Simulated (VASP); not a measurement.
Ta2H: single point with PBE

Ta2H:

```
Ta H
1.0
     2.76081    0.00000    0.00000
     0.00000    2.76081    0.00000
     0.00000    0.00000    5.51531
Ta H
2 1
Direct
  0.50000 0.50000 0.25076
  0.50000 0.50000 0.74924
  0.00000 0.00000 0.00000
```

```json
{
  "Program": "VASP 6.6.1",
  "Task": "single point",
  "Functional": "PBE",
  "Potentials or basis": "VASP PAW PBE potentials, release 64 (Ta_pv, H)",
  "Cutoff": "520 eV",
  "k mesh": "16 × 16 × 8",
  "Occupations": "gaussian, width 0.1 eV",
  "Spin": "no spin polarisation"
}
```

* Pressure: 0.1 GPa
* Largest force: 0.004 eV/Å

Forces on the atoms (eV/Å):
```
Ta   0.000  0.000  0.004
Ta   0.000  0.000 -0.004
H    0.000  0.000  0.000
```

Levels at points of the mesh, in eV from the Fermi level:
| k point | band 7 | band 8 | band 9 | band 10 | band 11 | band 12 | band 13 | band 14 | band 15 | band 16 |
| --- | --- | --- | --- | --- | --- | --- | --- | --- | --- | --- |
| (0.00, 0.00, 0.00) | -9.67 | -4.54 | -3.06 | -3.04 | -2.83 | -2.06 | 1.71 | 1.71 | 5.49 | 5.51 |
| (0.50, 0.00, 0.00) | -6.98 | -4.56 | -2.34 | -2.05 | -1.92 | 1.68 | 1.71 | 2.58 | 2.58 | 3.90 |
| (0.50, 0.50, 0.00) | -6.51 | -3.05 | -3.05 | -3.02 | -1.92 | 0.91 | 2.60 | 2.60 | 3.89 | 3.89 |
| (0.00, 0.00, 0.50) | -9.01 | -6.27 | -2.61 | -2.56 | -2.08 | -1.39 | 3.07 | 3.07 | 3.37 | 3.37 |
| (0.50, 0.00, 0.50) | -6.73 | -3.22 | -2.82 | -2.79 | -0.18 | 0.21 | 2.05 | 2.19 | 2.29 | 2.65 |
| (0.50, 0.50, 0.50) | -6.26 | -3.87 | -1.63 | -1.63 | -0.95 | -0.95 | 1.35 | 1.61 | 2.24 | 8.15 |

Wall time 54 s on 1 thread of Intel(R) Xeon(R) 6975P-C (Granite Rapids), on a shared host, peak memory 0.27 GiB.

Caveat: spin-orbit coupling is left out, which moves the levels of the heavy elements.
